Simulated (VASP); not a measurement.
# ScIn4 (P-1) in VASP: single point with PBE

Aim: the single point of ScIn4 with PBE.

Program: VASP 6.6.1. These are calculated values, not measurements. Logs are shortened: lines on timing, memory, paths and dates and some standing lists are left out, and cuts for length are marked.

### Step 1. The cell of the first run

The typed cell holds 5 atoms: a = 4.358 Å, b = 5.788 Å, c = 5.836 Å, α = 79.41°, β = 66.22°, γ = 66.57°.

### Step 2. Single point, PBE

INCAR

```
ALGO     = Fast           # electronic algorithm
EDIFF    = 1E-7           # SCF threshold, eV
ENCUT    = 520            # plane-wave cutoff, eV
GGA      = PE             # functional
ISIF     = 2              # what is computed and relaxed
ISMEAR   = 0              # smearing method
LASPH    = True           # aspherical terms in the spheres
LCHARG   = True           # write CHGCAR
LELF     = True           # ELF
LREAL    = False          # projectors in reciprocal space
LVHAR    = True         
LWAVE    = False          # write WAVECAR
NBANDS   = 40             # bands
NELM     = 80             # most SCF steps
PREC     = Accurate       # precision mode
SIGMA    = 0.1            # smearing width, eV
```

KPOINTS

```
k-points
0
Gamma
  6 4 4
```

POSCAR

```
ScIn4
1.0
    4.3560618466      0.1016819180      0.0752066769
    2.1741151220      5.3618686827      0.1700052750
    2.2595859939      0.0711864117      5.3804972628
Sc In
1 4
Direct
    0.0000000000      0.0000000000      0.5000000000
    0.7969861333      0.8047137180      0.0971923147
    0.3970742008      0.4043978900      0.3076572224
    0.6029257992      0.5956021100      0.6923427776
    0.2030138667      0.1952862820      0.9028076853
```

Potentials or basis: VASP PAW PBE potentials, release 64 (Sc_sv, In_d).

Run with:

```console
$ cat potpaw_PBE.64/Sc_sv/POTCAR potpaw_PBE.64/In_d/POTCAR > POTCAR
$ mpirun -np 1 vasp_std > vasp.out
```

OUTCAR:

```text
EDIFF = 1E-7
   ENCUT = 520
   GGA = PE
   ISIF = 2
   ISMEAR = 0
   LASPH = True
   LREAL = False
   NELM = 80
   PREC = Accurate

 ion  position               nearest neighbor table
   1  0.000  0.000  0.500-   2 3.18   5 3.18   3 3.19   4 3.19   3 3.23   4 3.23   2 3.32   5 3.32
                             2 3.33   5 3.33   4 3.35   3 3.35
   2  0.797  0.805  0.097-   5 3.14   1 3.18   5 3.19   3 3.22   4 3.22   3 3.23   1 3.32   1 3.33
                             4 3.34   4 3.35   3 3.41   5 3.43
   3  0.397  0.404  0.308-   4 3.14   1 3.19   2 3.22   5 3.22   4 3.22   1 3.23   2 3.23   5 3.34
                             5 3.35   1 3.35   2 3.41   4 3.41
   4  0.603  0.596  0.692-   3 3.14   1 3.19   5 3.22   2 3.22   3 3.22   1 3.23   5 3.23   2 3.34
                             2 3.35   1 3.35   5 3.41   3 3.41
   5  0.203  0.195  0.903-   2 3.14   1 3.18   2 3.19   4 3.22   3 3.22   4 3.23   1 3.32   1 3.33
                             3 3.34   3 3.35   4 3.41   2 3.43

  LATTYP: Found a triclinic cell.
 ALAT       =     5.6955634561
 B/A-ratio  =     1.3038499107
 C/A-ratio  =     0.7651389490
 COS(alpha) =     0.0069899998
 COS(beta)  =     0.3610980445
 COS(gamma) =     0.6507096431

  Lattice vectors:

 A1 = (  -2.1819467246,   5.2601867647,   0.0947985981)
 A2 = (  -0.0854708719,   5.2906822710,  -5.2104919878)
 A3 = (  -4.3560618466,  -0.1016819180,  -0.0752066769)

Analysis of symmetry for initial positions (statically):
=====================================================================
 Subroutine PRICEL returns:
 Original cell was already a primitive cell.

 Routine SETGRP: Setting up the symmetry group for a
 triclinic supercell.

 Subroutine GETGRP returns: Found  2 space group operations
 (whereof  2 operations were pure point group operations)
 out of a pool of  2 trial point group operations.

The static configuration has the point symmetry S_2 .

Analysis of symmetry for dynamics (positions and initial velocities):
=====================================================================
 Subroutine PRICEL returns:
 Original cell was already a primitive cell.

 Routine SETGRP: Setting up the symmetry group for a
 triclinic supercell.

 Subroutine GETGRP returns: Found  2 space group operations
 (whereof  2 operations were pure point group operations)
 out of a pool of  2 trial point group operations.

The dynamic configuration has the point symmetry S_2 .

 Subroutine INISYM returns: Found  2 space group operations
 (whereof  2 operations are pure point group operations),
 and found     1 'primitive' translations

----------------------------------------------------------------------------------------

                                     Primitive cell

  volume of cell :     123.5676

  direct lattice vectors                    reciprocal lattice vectors
     4.356061847  0.101681918  0.075206677     0.233373534 -0.091558588 -0.096795857
     2.174115122  5.361868683  0.170005275    -0.004384203  0.188300450 -0.000650117
     2.259585994  0.071186412  5.380497263    -0.003123486 -0.004669876  0.187229947

  length of vectors
     4.357897437  5.788377504  5.836141462     0.268729640  0.188352604  0.187314220

  position of ions in fractional coordinates (direct lattice)
     0.000000000  0.000000000  0.500000000
     0.796986133  0.804713718  0.097192315
     0.397074201  0.404397890  0.307657222
     0.602925799  0.595602110  0.692342778
     0.203013867  0.195286282  0.902807685

  ion indices of the primitive-cell ions
   primitive index   ion index
                 1           1
                 2           2
                 3           3
                 4           4
                 5           5

----------------------------------------------------------------------------------------

 KPOINTS: k-points

Automatic generation of k-mesh.
 Grid dimensions read from file:
 generate k-points for:    6    4    4

 Generating k-lattice:

  Cartesian coordinates                     Fractional coordinates (reciprocal lattice)
     0.038895589 -0.015259765 -0.016132643     0.166666667 -0.000000000  0.000000000
    -0.001096051  0.047075112 -0.000162529     0.000000000  0.250000000  0.000000000
    -0.000780872 -0.001167469  0.046807487     0.000000000  0.000000000  0.250000000

  Length of vectors
     0.044788273  0.047088151  0.046828555

  Shift w.r.t. Gamma in fractional coordinates (k-lattice)
     0.000000000  0.000000000  0.000000000

 Subroutine IBZKPT returns following result:
 ===========================================

 Found     52 irreducible k-points:

 Following reciprocal coordinates:
            Coordinates               Weight
  0.000000  0.000000  0.000000      1.000000
  0.166667 -0.000000  0.000000      2.000000
  0.333333 -0.000000  0.000000      2.000000
  0.500000 -0.000000  0.000000      1.000000
  0.000000  0.250000  0.000000      2.000000
  0.166667  0.250000  0.000000      2.000000
[... 16 lines left out ...]
  0.333333  0.250000  0.250000      2.000000
  0.500000  0.250000  0.250000      2.000000
 [... further k-points ...]
   k-points           NKPTS =     52   k-points in BZ     NKDIM =     52   number of bands    NBANDS=     40
   number of dos      NEDOS =    301   number of ions     NIONS =      5
   total plane-waves  NPLWV =  73728
   dimension x,y,z NGX =    32 NGY =   48 NGZ =   48
   dimension x,y,z NGXF=    64 NGYF=   96 NGZF=   96
   ions per type =               1   4
   NGX,Y,Z   is equivalent  to a cutoff of  12.21, 13.79, 13.67 a.u.
   NGXF,Y,Z  is equivalent  to a cutoff of  24.41, 27.57, 27.35 a.u.
 SYSTEM =  unknown system
   PREC   = accura    normal or accurate (medium, high low for compatibility)
   ISTART =      0    job   : 0-new  1-cont  2-samecut
   ICHARG =      2    charge: 1-file 2-atom 10-const
   ISPIN  =      1    spin polarized calculation?
   LNONCOLLINEAR =      F non collinear calculations
   LSORBIT =      F    spin-orbit coupling
   LASPH  =      T    aspherical Exc in radial PAW
   ENCUT  =  520.0 eV  38.22 Ry    6.18 a.u.   8.10 10.76 10.85*2*pi/ulx,y,z
   NELM   =     80;   NELMIN=  2; NELMDL= -5     # of ELM steps
   EDIFF  = 0.1E-06   stopping-criterion for ELM
   LREAL  =      F    real-space projection
   EDIFFG = 0.1E-05   stopping-criterion for IOM
   NSW    =      0    number of steps for IOM
   IBRION =     -1    ionic relax: 0-MD 1-quasi-New 2-CG
   NFREE  =      0    steps in history (QN), initial steepest desc. (CG)
   ISIF   =      2    stress and relaxation
   ISYM   =      2    0-nonsym 1-usesym 2-fastsym
   POTIM  = 0.5000    time-step for ionic-motion
   TEBEG  =    0.0;   TEEND  =   0.0 temperature during run
   PSTRESS=    0.0 pullay stress
   NELECT =      63.0000    total number of electrons
   NUPDOWN=      -1.0000    fix difference up-down
   EMIN   =  10.00;   EMAX   =-10.00  energy-range for DOS
   EFERMI =   0.00;   METHOD = LEGACY
   ISMEAR =     0;   SIGMA  =   0.10  broadening in eV -4-tet -1-fermi 0-gaus
   EFERMI_NEDOS =   21; number of points for ismear=-14 and -15
   IALGO  =     68    algorithm
   IMIX   =      4    mixing-type and parameters
     AMIX     =   0.40;   BMIX     =  1.00
     AMIX_MAG =   1.60;   BMIX_MAG =  1.00
  volume/ion in A,a.u.               =      24.71       166.78
  Fermi-wavevector in a.u.,A,eV,Ry     =   1.307836  2.471452 23.271896  1.710436
  Thomas-Fermi vector in A             =   2.438544
   LORBIT       =      0    0 simple, 1 ext, 2 COOP (PROOUT), +10 PAW based schemes
   GGA     = PE    functional components
   LHFCALC =     F    Hartree Fock is set to
   AEXX    =    0.0000 exact exchange contribution
   IVDW    =     0    specifies the selected vdW correction
   LEPSILON=     F    determine dielectric tensor
   LRPA    =     F    only Hartree local field effects (RPA)
 non-spin polarized calculation
 RMM-DIIS sequential band-by-band and
 Gauss-broadening in eV      SIGMA  =   0.10
  energy-cutoff  :      520.00
  volume of cell :      123.57
 maximum number of plane-waves:      3354
   NGX = 17   NGY = 21   NGZ = 21

 number of electron      62.9999995 magnetization

 Free energy of the ion-electron system (eV)
  ---------------------------------------------------
  ext. energy  EPLUGINS =         0.00000000
  ---------------------------------------------------
  free energy    TOTEN  =       -17.29034268 eV

  energy without entropy =      -17.27545337  energy(sigma->0) =      -17.28289802

 E-fermi :   7.3158     XC(G=0): -10.3948

 val. band max:        7.3040555930   @ k =   0.5000   0.5000   0.5000
 cond. band min:       7.3234978654   @ k =  -0.3333  -0.2500   0.2500
 fundamental gap:      0.0194422724
 Fermi energy:         7.3158056190

 k-point     1 :       0.0000    0.0000    0.0000
  band No.  band energies     occupation
      1     -42.8509      2.00000
      2     -21.4850      2.00000
      3     -21.4849      2.00000
      4     -21.4640      2.00000
      5      -7.3810      2.00000
      6      -7.3485      2.00000
[... 32 lines left out ...]
     39      11.3032      0.00000
     40      11.4683      0.00000

 k-point     2 :       0.1667   -0.0000    0.0000
  band No.  band energies     occupation
      1     -42.8508      2.00000
      2     -21.4860      2.00000
      3     -21.4847      2.00000
      4     -21.4654      2.00000
      5      -7.3954      2.00000
      6      -7.3879      2.00000
[... 32 lines left out ...]
     39      10.2317      0.00000
     40      10.9202      0.00000

 k-point     3 :       0.3333   -0.0000    0.0000
  band No.  band energies     occupation
      1     -42.8506      2.00000
      2     -21.4886      2.00000
      3     -21.4844      2.00000
      4     -21.4676      2.00000
      5      -7.3901      2.00000
      6      -7.3802      2.00000
[... 853 lines left out ...]
  band No.  band energies     occupation
      1     -42.8507      2.00000
      2     -21.4888      2.00000
      3     -21.4843      2.00000
      4     -21.4672      2.00000
      5      -7.3672      2.00000
      6      -7.3506      2.00000
[... 32 lines left out ...]
     39      10.7258      0.00000
     40      11.7969      0.00000

 k-point    24 :       0.5000    0.2500    0.2500
  band No.  band energies     occupation
      1     -42.8506      2.00000
      2     -21.4903      2.00000
      3     -21.4842      2.00000
      4     -21.4681      2.00000
      5      -7.3599      2.00000
      6      -7.3485      2.00000
[... 32 lines left out ...]
     39      12.0508      0.00000
     40      12.6588      0.00000

 [... further k-points ...]

------------------------ aborting loop because EDIFF is reached ----------------------------------------

  FORCE on cell =-STRESS in cart. coord.  units (eV):
  Direction    XX          YY          ZZ          XY          YZ          ZX
  --------------------------------------------------------------------------------------
  -------------------------------------------------------------------------------------
  Total       -0.0818802     -0.1087245     -0.0737572      0.0643832      0.1571705     -0.0000208
  in kB       -1.0616584     -1.4097219     -0.9563357      0.8347918      2.0378717     -0.0002698
  external PRESSURE =      -1.1425720 kB  Pullay stress =       0.0000000 kB

 VOLUME and BASIS-vectors are now :
 -----------------------------------------------------------------------------
  energy-cutoff  :      520.00
  volume of cell :      123.57
      direct lattice vectors                 reciprocal lattice vectors
     4.356061847  0.101681918  0.075206677     0.233373534 -0.091558588 -0.096795857
     2.174115122  5.361868683  0.170005275    -0.004384203  0.188300450 -0.000650117
     2.259585994  0.071186412  5.380497263    -0.003123486 -0.004669876  0.187229947

 POSITION                                       TOTAL-FORCE (eV/Angst)
 -----------------------------------------------------------------------------------
      1.12979      0.03559      2.69025        -0.000000      0.000000     -0.000000
      5.44088      4.40273      0.71969        -0.003521      0.007489     -0.005688
      3.30407      2.23060      1.75396         0.020132      0.011592      0.004823
      5.48570      3.30413      3.87175        -0.020132     -0.011592     -0.004823
      3.34889      1.13201      4.90602         0.003521     -0.007489      0.005688
 -----------------------------------------------------------------------------------
    total drift:                               -0.000000     -0.000000     -0.000000

  FREE ENERGIE OF THE ION-ELECTRON SYSTEM (eV)
  ---------------------------------------------------
  free  energy   TOTEN  =       -17.2903426761 eV

  energy  without entropy=      -17.2754533716  energy(sigma->0) =      -17.28289802
```

It took 4.8 min on 1 thread of Intel Xeon 6975P-C (Granite Rapids), shared host; peak memory 0.39 GiB.

Results:

```yaml
Free_energy: -17.2903 eV
Pressure: -0.1 GPa
Largest_force: 0.024 eV/Å
Band_gap_on_the_k_mesh: zero (an odd number of electrons rules out a gap without spin polarisation)
```

Forces in eV/Å, atoms in the order of the input:
```
Sc   0.000  0.000  0.000
In  -0.004  0.007 -0.006
In   0.020  0.012  0.005
In  -0.020 -0.012 -0.005
In   0.004 -0.007  0.006
```

Levels at points of the mesh, in eV from the Fermi level:
```csv
k point,band 30,band 31,band 32,band 33,band 34,band 35
"(0.00, 0.00, 0.00)",-0.25,-0.09,0.06,0.40,1.47,1.64
"(0.50, 0.00, 0.00)",-2.54,-1.27,-0.48,0.10,1.27,1.71
"(0.00, 0.50, 0.00)",-1.76,-0.74,0.37,0.92,0.98,1.53
"(0.50, 0.50, 0.00)",-2.40,-1.07,0.05,0.09,1.13,1.71
"(0.00, 0.00, 0.50)",-1.68,-0.79,0.32,1.03,1.05,1.44
"(0.50, 0.00, 0.50)",-2.49,-1.00,0.08,0.09,1.13,1.69
"(0.00, 0.50, 0.50)",-0.39,0.76,0.83,0.89,1.37,1.85
"(0.50, 0.50, 0.50)",-2.34,-1.08,-0.16,-0.01,1.16,1.72
```

Caveat: spin-orbit coupling is left out, which moves the levels of the heavy elements.
